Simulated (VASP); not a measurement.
Here is a VASP 6.6.1 calculation.

The input INCAR:

```
PREC     = Accurate       # precision mode
ENCUT    = 520            # plane-wave cutoff, eV
EDIFF    = 1E-6           # SCF threshold, eV
ISMEAR   = 0              # smearing method
SIGMA    = 0.15           # smearing width, eV
LREAL    = F              # projectors in reciprocal space
LASPH    = T              # aspherical terms in the spheres
NELM     = 80             # most SCF steps
ALGO     = Fast           # electronic algorithm
ISIF     = 2              # what is computed and relaxed
LWAVE    = F              # write WAVECAR
LCHARG   = F              # write CHGCAR
GGA      = PE             # functional
NBANDS   = 14             # bands
```

Contents of KPOINTS:

```
Automatic mesh
0
Gamma
  16 16 16
```

Contents of POSCAR:

```
AlNi
1.0
    2.0426321522     -2.0425983492      0.0000000000
    2.0426321522      2.0425983492      0.0000000000
    0.0000000000      0.0000000000      2.9004437222
Al Ni
1 1
Direct
    0.0000000000      0.0000000000     -0.0344774833
    0.5000000000      0.5000000000      0.5158494063
```

Potentials or basis: VASP PAW PBE potentials, release 64 (Al, Ni).

The run is started by

```console
$ cat potpaw_PBE.64/Al/POTCAR potpaw_PBE.64/Ni/POTCAR > POTCAR
$ mpirun -np 1 vasp_std > vasp.out
```

Question: What does it give for the largest force?

Answer: 0.834 eV/Å.

Question: What does it give for the pressure?

Answer: 1.3 GPa.

Forces in eV/Å, atoms in the order of the input:
```
Al   0.000  0.000  0.834
Ni   0.000  0.000 -0.834
```

Caveat: the cell differs from its parent crystal (mode 4 frozen in at +0.000 Å and mode 6 at -0.100 Å (largest displacements)). Spin polarisation is off, so any magnetic state and its effect on volume and gap are missing.
